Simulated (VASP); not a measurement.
# Ge: single point with PBEsol

The system is Ge.

```
CELL_PARAMETERS angstrom
-2.49590 2.67737 1.43695
2.49590 -2.67737 1.43695
2.49590 2.67737 -1.43695
ATOMIC_POSITIONS crystal
Ge 0.18594 0.93594 0.25000
Ge 0.81406 0.06406 0.75000
```

This cell differs from its parent crystal: strain +0.0100 x Voigt [0, 1, 0, 0, 0, 0].

```
Program             : VASP 6.6.1
Task                : single point
Functional          : PBEsol
Potentials or basis : VASP PAW PBE potentials, release 64 (Ge_d)
Cutoff              : 520 eV
k mesh              : 20 × 20 × 20
Occupations         : gaussian, width 0.15 eV
Spin                : no spin polarisation
```

The pressure is -3.2 GPa. The largest force is 0.030 eV/Å and the band gap on the k mesh is zero (bands 14 and 15 overlap by 5.74 eV).

Forces in eV/Å, atoms in the order of the input:
```
Ge   0.000  0.000 -0.030
Ge   0.000  0.000  0.030
```

Stress tensor (GPa, compression positive):
```
-2.26  0.00  0.00
 0.00 -4.69  0.00
 0.00  0.00 -2.74
```

Levels at points of the mesh, in eV from the Fermi level:
| k point | band 11 | band 12 | band 13 | band 14 | band 15 | band 16 | band 17 | band 18 |
| --- | --- | --- | --- | --- | --- | --- | --- | --- |
| (0.00, 0.00, 0.00) | -13.01 | -3.89 | -2.39 | -1.80 | 3.45 | 6.65 | 7.14 | 7.95 |
| (0.50, 0.00, 0.00) | -7.98 | -6.89 | -1.90 | -1.48 | -0.74 | 1.53 | 3.08 | 4.19 |
| (0.00, 0.50, 0.00) | -8.09 | -5.84 | -3.50 | -2.29 | -1.68 | 3.13 | 4.09 | 6.56 |
| (0.50, 0.50, 0.00) | -10.30 | -10.30 | 0.60 | 0.60 | 2.28 | 2.28 | 6.79 | 6.79 |
| (0.50, 0.50, 0.50) | -9.16 | -8.11 | -5.77 | -5.52 | 4.48 | 6.93 | 10.42 | 11.23 |

It took 6.4 min on 1 thread of Intel(R) Xeon(R) 6975P-C (Granite Rapids) (shared host), peak memory 0.76 GiB.

Caveat: the cell differs from its parent crystal (strain +0.0100 x Voigt [0, 1, 0, 0, 0, 0]); the cell stands under tension; the PAW data sets were made with another functional, which shifts forces and pressure a little.
